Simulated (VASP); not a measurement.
# In4Ru (P6/mmm) in VASP: further runs

The runs below take In4Ru through relaxation of cell and atoms, with PBE.

Program: VASP 6.6.1. These are calculated values, not measurements. Logs are shortened: lines on timing, memory, paths and dates and some standing lists are left out, and cuts for length are marked.

### 1 The cell of the first run

The structure is hexagonal, space group P6/mmm (No. 191). Conventional cell: a = 4.920 Å, b = 4.920 Å, c = 5.548 Å, α = 90.00°, β = 90.00°, γ = 120.00°. In (site symmetry 3m) has 5 In at 2.70 to 2.85 Å and 3 Ru at 3.18 Å within 3.6 Å. Within 4.2 Å of Ru (site symmetry 6/mmm) lie 12 In at 3.18 Å.

The cell was built from a structure type or drawn by symmetry, and may not be a known phase.

### 2 Relaxation of cell and atoms, PBE

INCAR reads:

```
  PREC = Accurate
  ENCUT = 600
  EDIFF = 1E-7
  ISMEAR = 0
  SIGMA = 0.2
  LREAL = F
  LASPH = T
  NELM = 80
  ALGO = Fast
  ISIF = 3
  LWAVE = F
  LCHARG = F
  GGA = PE
  IBRION = 2
  NSW = 36
  EDIFFG = -0.08
```

KPOINTS reads:

```
regular mesh
0
Gamma
  4 4 3
```

POSCAR reads:

```
In4Ru
1.0
    4.9203493900      0.0000000000      0.0000000000
   -2.4601746900      4.2611475600      0.0000000000
    0.0000000000      0.0000000000      5.5484510100
In Ru
4 1
Direct
    0.3333333300      0.6666666700      0.7435196000
    0.6666666700      0.3333333300      0.7435196000
    0.6666666700      0.3333333300      0.2564804000
    0.3333333300      0.6666666700      0.2564804000
    0.0000000000      0.0000000000      0.0000000000
```

Potentials or basis: VASP PAW PBE potentials, release 64 (In_d, Ru_pv).

Started as:

```bash
> cat potpaw_PBE.64/In_d/POTCAR potpaw_PBE.64/Ru_pv/POTCAR > POTCAR
> mpirun -np 1 vasp_std > vasp.out
```

OUTCAR:

```text
PREC = Accurate
   ENCUT = 600
   EDIFF = 1E-7
   ISMEAR = 0
   LREAL = F
   LASPH = T
   NELM = 80
   ISIF = 3
   GGA = PE
   IBRION = 2
   NSW = 36
   EDIFFG = -0.08

 ion  position               nearest neighbor table
   1  0.333  0.667  0.744-   4 2.70   2 2.84   2 2.84   2 2.84   4 2.85   5 3.18   5 3.18   5 3.18
                             3 3.92   3 3.92   3 3.92   3 4.02   3 4.02   3 4.02
   2  0.667  0.333  0.744-   3 2.70   1 2.84   1 2.84   1 2.84   3 2.85   5 3.18   5 3.18   5 3.18
                             4 3.92   4 3.92   4 3.92   4 4.02   4 4.02   4 4.02
   3  0.667  0.333  0.256-   2 2.70   4 2.84   4 2.84   4 2.84   2 2.85   5 3.18   5 3.18   5 3.18
                             1 3.92   1 3.92   1 3.92   1 4.02   1 4.02   1 4.02
   4  0.333  0.667  0.256-   1 2.70   3 2.84   3 2.84   3 2.84   1 2.85   5 3.18   5 3.18   5 3.18
                             2 3.92   2 3.92   2 3.92   2 4.02   2 4.02   2 4.02
   5  0.000  0.000  0.000-   1 3.18   2 3.18   3 3.18   4 3.18   1 3.18   4 3.18   2 3.18   3 3.18
                             2 3.18   3 3.18   1 3.18   4 3.18

  LATTYP: Found a hexagonal cell.
 ALAT       =     4.9203493900
 C/A-ratio  =     1.1276538657

  Lattice vectors:

 A1 = (   4.9203493900,   0.0000000000,   0.0000000000)
 A2 = (  -2.4601746900,   4.2611475600,   0.0000000000)
 A3 = (   0.0000000000,   0.0000000000,   5.5484510100)

Analysis of symmetry for initial positions (statically):
=====================================================================
 Subroutine PRICEL returns:
 Original cell was already a primitive cell.

 Routine SETGRP: Setting up the symmetry group for a
 hexagonal supercell.

 Subroutine GETGRP returns: Found 24 space group operations
 (whereof 24 operations were pure point group operations)
 out of a pool of 24 trial point group operations.

The static configuration has the point symmetry D_6h.

Analysis of symmetry for dynamics (positions and initial velocities):
=====================================================================
 Subroutine PRICEL returns:
 Original cell was already a primitive cell.

 Routine SETGRP: Setting up the symmetry group for a
 hexagonal supercell.

 Subroutine GETGRP returns: Found 24 space group operations
 (whereof 24 operations were pure point group operations)
 out of a pool of 24 trial point group operations.

The dynamic configuration has the point symmetry D_6h.

 Subroutine INISYM returns: Found 24 space group operations
 (whereof 24 operations are pure point group operations),
 and found     1 'primitive' translations

[... 77 lines left out ...]
   ISPIN  =      1    spin polarized calculation?
   LNONCOLLINEAR =      F non collinear calculations
   LSORBIT =      F    spin-orbit coupling
   LASPH  =      T    aspherical Exc in radial PAW
   ENCUT  =  600.0 eV  44.10 Ry    6.64 a.u.   9.83  9.83 11.08*2*pi/ulx,y,z
   NELM   =     80;   NELMIN=  2; NELMDL= -5     # of ELM steps
   EDIFF  = 0.1E-06   stopping-criterion for ELM
   LREAL  =      F    real-space projection
   EDIFFG = -.8E-01   stopping-criterion for IOM
   NSW    =     36    number of steps for IOM
   IBRION =      2    ionic relax: 0-MD 1-quasi-New 2-CG
   NFREE  =      1    steps in history (QN), initial steepest desc. (CG)
   ISIF   =      3    stress and relaxation
   ISYM   =      2    0-nonsym 1-usesym 2-fastsym
   POTIM  = 0.5000    time-step for ionic-motion
   TEBEG  =    0.0;   TEEND  =   0.0 temperature during run
   PSTRESS=    0.0 pullay stress
   NELECT =      66.0000    total number of electrons
   NUPDOWN=      -1.0000    fix difference up-down
   EMIN   =  10.00;   EMAX   =-10.00  energy-range for DOS
   EFERMI =   0.00;   METHOD = LEGACY
   ISMEAR =     0;   SIGMA  =   0.20  broadening in eV -4-tet -1-fermi 0-gaus
   EFERMI_NEDOS =   21; number of points for ismear=-14 and -15
   IALGO  =     68    algorithm
   IMIX   =      4    mixing-type and parameters
     AMIX     =   0.40;   BMIX     =  1.00
     AMIX_MAG =   1.60;   BMIX_MAG =  1.00
  volume/ion in A,a.u.               =      23.27       157.01
  Fermi-wavevector in a.u.,A,eV,Ry     =   1.355267  2.561082 24.990466  1.836747
  Thomas-Fermi vector in A             =   2.482369
   LORBIT       =      0    0 simple, 1 ext, 2 COOP (PROOUT), +10 PAW based schemes
   GGA     = PE    functional components
   LHFCALC =     F    Hartree Fock is set to
   AEXX    =    0.0000 exact exchange contribution
   IVDW    =     0    specifies the selected vdW correction
   LEPSILON=     F    determine dielectric tensor
   LRPA    =     F    only Hartree local field effects (RPA)
 conjugate gradient relaxation of ions
 non-spin polarized calculation
 RMM-DIIS sequential band-by-band and
 Gauss-broadening in eV      SIGMA  =   0.20
  energy-cutoff  :      600.00
  volume of cell :      116.33
 maximum number of plane-waves:      3898
 NGX is ok and might be reduce to    40
   NGX = 19   NGY = 19   NGZ = 23

--------------------------------------- Ionic step        1  -------------------------------------------

 number of electron      65.9999996 magnetization

 Free energy of the ion-electron system (eV)
  ---------------------------------------------------
  ext. energy  EPLUGINS =         0.00000000
  ---------------------------------------------------
  free energy    TOTEN  =       -16.73509190 eV

  energy without entropy =      -16.67833420  energy(sigma->0) =      -16.70671305

------------------------ aborting loop because EDIFF is reached ----------------------------------------

  FORCE on cell =-STRESS in cart. coord.  units (eV):
  Direction    XX          YY          ZZ          XY          YZ          ZX
  --------------------------------------------------------------------------------------
  -------------------------------------------------------------------------------------
  Total       -1.8427692     -1.8427692      9.7252041     -0.0000000     -0.0000000      0.0000000
  in kB      -25.3797449    -25.3797448    133.9414618     -0.0000000     -0.0000000      0.0000000
  external PRESSURE =      27.7273241 kB  Pullay stress =       0.0000000 kB
[... 221 lines left out ...]
--------------------------------------- Ionic step        7  -------------------------------------------

 number of electron      66.0000008 magnetization

 Free energy of the ion-electron system (eV)
  ---------------------------------------------------
  ext. energy  EPLUGINS =         0.00000000
  ---------------------------------------------------
  free energy    TOTEN  =       -17.26289846 eV

  energy without entropy =      -17.22361539  energy(sigma->0) =      -17.24325692

 E-fermi :   7.5967     XC(G=0): -10.4927

 val. band max:        7.4267667896   @ k =   0.2500   0.0000   0.0000
 cond. band min:       7.7335990320   @ k =   0.0000   0.0000   0.3333
 fundamental gap:      0.3068322424
 Fermi energy:         7.5966909684

 k-point     1 :       0.0000    0.0000    0.0000
  band No.  band energies     occupation
      1     -34.1656      2.00000
      2     -34.1656      2.00000
      3     -34.1391      2.00000
      4      -7.6904      2.00000
      5      -7.4057      2.00000
      6      -7.4057      2.00000
[... 357 lines left out ...]
  FREE ENERGIE OF THE ION-ELECTRON SYSTEM (eV)
  ---------------------------------------------------
  free  energy   TOTEN  =       -17.2628984553 eV

  energy  without entropy=      -17.2236153936  energy(sigma->0) =      -17.24325692

 reached required accuracy - stopping structural energy minimisation
```

It took 3.1 min on 1 thread of Intel Xeon 6975P-C (Granite Rapids), shared host; peak memory 0.29 GiB.

What came out:

| Quantity | Value |
| --- | --- |
| Free energy | -17.2629 eV |
| Relaxed volume | 24.10 Å³/atom |
| Relaxed cell | a = 4.791 Å, b = 4.791 Å, c = 6.063 Å, α = 90.00°, β = 90.00°, γ = 120.00° |
| Space group after relaxing (to 0.1 Å) | P6/mmm (No. 191) |
| Energy gained by relaxing | 105.6 meV/atom |
| Ionic steps | 7 |
| Pressure after relaxing | 0.0 GPa |
| Largest force after relaxing | 0.035 eV/Å |
| Band gap on the k mesh | zero (bands 33 and 34 overlap by 2.02 eV) |

Forces in eV/Å, atoms in the order of the input:
```
In   0.000  0.000  0.035
In   0.000  0.000  0.035
In   0.000  0.000 -0.035
In   0.000  0.000 -0.035
Ru   0.000  0.000  0.000
```

Step by step:
```
step  energy change (eV)  largest force (eV/Å)  pressure (GPa)  volume (Å³)
   1              0.0000                0.9245            2.77       116.33
   2             -0.5096                0.1943           -1.32       122.76
   3             -0.5109                0.1794           -1.38       123.12
   4             -0.5240                0.0492            0.61       119.61
   5             -0.5260                0.0858            0.09       120.51
   6             -0.5260                0.0875            0.03       120.57
   7             -0.5278                0.0352            0.01       120.51
```

Final structure:
```
In Ru
1.0
     4.79084    0.00000    0.00000
    -2.39542    4.14898    0.00000
     0.00000    0.00000    6.06264
In Ru
4 1
Direct
  0.33333 0.66667 0.75397
  0.66667 0.33333 0.75397
  0.66667 0.33333 0.24603
  0.33333 0.66667 0.24603
  0.00000 0.00000 0.00000
```

Caveat: the k points lie up to 0.38 Å⁻¹ apart in the final cell, too coarse for converged energies and pressures of a metal; spin-orbit coupling is left out, which moves the levels of the heavy elements; the relaxation stopped at a loose force limit of 0.08 eV/Å, so its end isn't a converged minimum.

### 3 Relaxation of cell and atoms, PBE

This run uses another cell than the first one, of 23.96 Å³/atom.

INCAR reads:

```
ALGO = Normal
EDIFF = 1E-6
EDIFFG = -0.08
ENCUT = 600
GGA = PE
IBRION = 2
ISIF = 3
ISMEAR = 0
LASPH = T
LCHARG = F
LREAL = F
LWAVE = F
NELM = 100
NSW = 36
PREC = Accurate
SIGMA = 0.2
```

KPOINTS reads:

```
k-points
0
Gamma
  4 4 3
```

POSCAR reads:

```
In4Ru
1.0
    4.5969111500      0.0000000000      0.0000000000
   -2.2984555700      3.9810418300      0.0000000000
    0.0000000000      0.0000000000      6.5467563700
In Ru
4 1
Direct
    0.5000000000      0.0000000000      0.0000000000
    0.0000000000      0.5000000000      0.0000000000
    0.5000000000      0.5000000000      0.0000000000
    0.0000000000      0.0000000000      0.0000000000
    0.0000000000      0.0000000000      0.5000000000
```

Potentials or basis: VASP PAW PBE potentials, release 64 (In_d, Ru_pv).

Started as:

```bash
> cat potpaw_PBE.64/In_d/POTCAR potpaw_PBE.64/Ru_pv/POTCAR > POTCAR
> mpirun -np 1 vasp_std > vasp.out
```

Run time: 8.1 min. Hardware: 1 thread of Intel Xeon 6975P-C (Granite Rapids), shared host; peak memory 0.3 GiB.

Results (log left out):

```
Free energy                           : -14.2526 eV
Relaxed volume                        : 34.69 Å³/atom
Relaxed cell                          : a = 6.307 Å, b = 6.307 Å, c = 5.034 Å, α = 90.00°, β = 90.00°, γ = 120.00°
Space group after relaxing (to 0.1 Å) : P6/mmm (No. 191)
Pressure after relaxing               : -0.1 GPa
Band gap on the k mesh                : zero (bands 33 and 34 overlap by 0.99 eV)
```

Stress tensor (GPa, compression positive):
```
-0.16  0.00  0.00
 0.00 -0.16  0.00
 0.00  0.00  0.08
```

Final structure:
```xyz
5
Lattice="6.3073 0.0000 0.0000 -3.1537 5.4623 0.0000 0.0000 0.0000 5.0344" Properties=species:S:1:pos:R:3 pbc="T T T"
In    3.1537    0.0000    0.0000
In   -1.5768    2.7311    0.0000
In    1.5768    2.7311    0.0000
In   -3.1537    5.4623    0.0000
Ru    0.0000    0.0000    2.5172
```

Levels at points of the mesh, in eV from the Fermi level:
| k point | band 29 | band 30 | band 31 | band 32 | band 33 | band 34 | band 35 | band 36 | band 37 | band 38 |
| --- | --- | --- | --- | --- | --- | --- | --- | --- | --- | --- |
| (0.00, 0.00, 0.00) | -2.26 | -2.12 | -0.53 | -0.53 | -0.45 | 0.04 | 0.04 | 0.08 | 3.21 | 3.46 |
| (0.50, 0.00, 0.00) | -0.69 | -0.57 | -0.28 | -0.07 | 0.74 | 1.17 | 1.58 | 1.78 | 2.25 | 2.79 |

Caveat: the k points lie up to 0.42 Å⁻¹ apart in the final cell, too coarse for converged energies and pressures of a metal; the volume moved by over 15 % at a fixed basis, so the end points are rough; spin-orbit coupling is left out, which moves the levels of the heavy elements.
